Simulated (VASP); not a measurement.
Al, 4 atoms in the cell. The typed cell holds 4 atoms: a = 2.821 Å, b = 3.024 Å, c = 10.374 Å, α = 84.11°, β = 90.02°, γ = 121.76°.  This cell differs from its parent crystal: atoms moved at random and the cell strained at random.

- Program: VASP 6.6.1
- Task: single point
- Functional: PBEsol
- Potentials or basis: VASP PAW PBE potentials, release 64 (Al)
- Cutoff: 520 eV
- k mesh: 12 × 12 × 4
- Occupations: gaussian, width 0.15 eV
- Spin: no spin polarisation
- Dipole correction: no
- Further INCAR settings: ALGO = Fast; EDIFF = 1e-06; NBANDS = 14

Potentials or basis: VASP PAW PBE potentials, release 64 (Al).

Launch:

```sh
$ cat potpaw_PBE.64/Al/POTCAR > POTCAR
$ mpirun -np 1 vasp_std > vasp.out
```

Hardware: 1 thread of Intel(R) Xeon(R) Platinum 8259CL CPU @ 2.50GHz (Skylake/Cascade Lake) (shared host).

**Question.** Estimate the wall time of this run.

**Answer.** It took 3.5 min on 1 thread of Intel(R) Xeon(R) Platinum 8259CL CPU @ 2.50GHz (Skylake/Cascade Lake), with other jobs on the host, peak memory 0.35 GiB. Counts: scf iterations 12, k points 292.
